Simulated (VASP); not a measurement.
A run of VASP 6.6.1 is set up as follows.

INCAR

```
SYSTEM = NiPt3
PREC = Accurate ; ENCUT = 520
EDIFF = 1E-6 ; ISMEAR = -1
SIGMA = 0.05 ; LREAL = .False.
LASPH = .True. ; NELM = 150
ALGO = Normal ; ISIF = 2
LWAVE = .False. ; LCHARG = .True.
ISPIN = 2 ; MAGMOM = 1.2 1.2 0 0 0 0 0 0
LORBIT = 11 ; LMAXMIX = 4
GGA = PS ; LELF = .True.
LVHAR = .True. ; NBANDS = 54
```

Contents of KPOINTS:

```
Automatic mesh
0
Gamma
  6 3 6
  0 0 0
```

POSCAR

```
NiPt3
1.0
    3.8550400000      0.0000000000      0.0000000000
    0.0000000000      7.7100700000      0.0000000000
    0.0000000000      0.0000000000      3.8550400000
Ni Pt
2 6
Direct
    0.0000000000      0.0000000000      0.0000000000
    0.0000000000      0.5000000000      0.0000000000
    0.0000000000      0.2500000000      0.5000000000
    0.5000000000      0.0000000000      0.5000000000
    0.5000000000      0.2500000000      0.0000000000
    0.0000000000      0.7500000000      0.5000000000
    0.5000000000      0.5000000000      0.5000000000
    0.5000000000      0.7500000000      0.0000000000
```

Potentials or basis: VASP PAW PBE potentials, release 64 (Ni, Pt).

Launch:

```console
$ cat potpaw_PBE.64/Ni/POTCAR potpaw_PBE.64/Pt/POTCAR > POTCAR
$ mpirun -np 1 vasp_std > vasp.out
```

Problem. Predict the site moments.

Solution. Ni +0.57; Pt +0.12 μB.

Problem. Estimate the net moment.

Solution. 1.85 μB per cell.

Problem. Estimate the pressure.

Solution. -6.2 GPa.

Caveat: the cell stands under tension; the PAW data sets were made with another functional, which shifts forces and pressure a little.
